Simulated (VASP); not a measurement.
Wanted: the native input for a VASP 6.6.1 run.

```yaml
Task: single point
Functional: HSE06
Potentials_or_basis: VASP PAW PBE potentials, release 64 (Al, As)
Cutoff: 400 eV
k_mesh: 4 × 4 × 4
Occupations: gaussian, width 0.01 eV
Spin: no spin polarisation
Dipole_correction: no
Grid_for_exact_exchange_PRECFOCK: Normal
Further_INCAR_settings: ALGO = Normal; EDIFF = 1e-06; NBANDS = 16
Screening_parameter: 0.2079 1/Å
```

The system is AlAs (m.hse).

```xyz
4
Lattice="4.0520 0.0000 0.0000 0.0000 5.7304 0.0000 0.0000 0.0000 4.0500" Properties=species:S:1:pos:R:3 pbc="T T T"
Al    0.0000   -0.0001    0.0000
Al    2.0260    2.8651    2.0250
As    0.0000    1.4327    2.0250
As    2.0260    4.2979    0.0000
```

The input as run:

POSCAR

```
AlAs
1.0
    4.0519991848      0.0000000000      0.0000000000
    0.0000000000      5.7303922018      0.0000000000
    0.0000000000      0.0000000000      4.0499870685
Al As
2 2
Direct
    0.0000000000     -0.0000136732      0.0000000000
    0.5000000000      0.4999863268      0.5000000000
    0.0000000000      0.2500136732      0.5000000000
    0.5000000000      0.7500136732      0.0000000000
```

INCAR.step1

```
  ALGO = Normal
  EDIFF = 1E-5
  ENCUT = 400
  GGA = PE
  GGA_COMPAT = F
  ISIF = 2
  ISMEAR = 0
  LASPH = T
  LCHARG = F
  LREAL = F
  LWAVE = T
  NBANDS = 16
  NELM = 120
  PREC = Accurate
  SIGMA = 0.01
```

INCAR.step2

```
  ALGO = Normal
  EDIFF = 1E-6
  ENCUT = 400
  GGA = PE
  GGA_COMPAT = F
  HFSCREEN = 0.2079
  ISIF = 2
  ISMEAR = 0
  ISTART = 1
  LASPH = T
  LCHARG = F
  LHFCALC = T
  LREAL = F
  LWAVE = F
  NBANDS = 16
  NELM = 120
  PREC = Accurate
  PRECFOCK = Normal
  SIGMA = 0.01
```

KPOINTS

```
k-points
0
Gamma
  4 4 4
```

Potentials or basis: VASP PAW PBE potentials, release 64 (Al, As).

The run is started by

```console
$ cat potpaw_PBE.64/Al/POTCAR potpaw_PBE.64/As/POTCAR > POTCAR
$ cp INCAR.step1 INCAR
$ mpirun -np 1 vasp_std > vasp.out
$ cp INCAR.step2 INCAR
$ mpirun -np 1 vasp_std > vasp.out
```

It gave:

The pressure is -1.9 GPa and the band gap on the k mesh is 2.13 eV.

Caveat: the PAW data sets were made with another functional, which shifts forces and pressure a little.

Run time: 12 min on 1 thread of Intel(R) Xeon(R) 6975P-C (Granite Rapids) (shared host), peak memory 0.29 GiB.
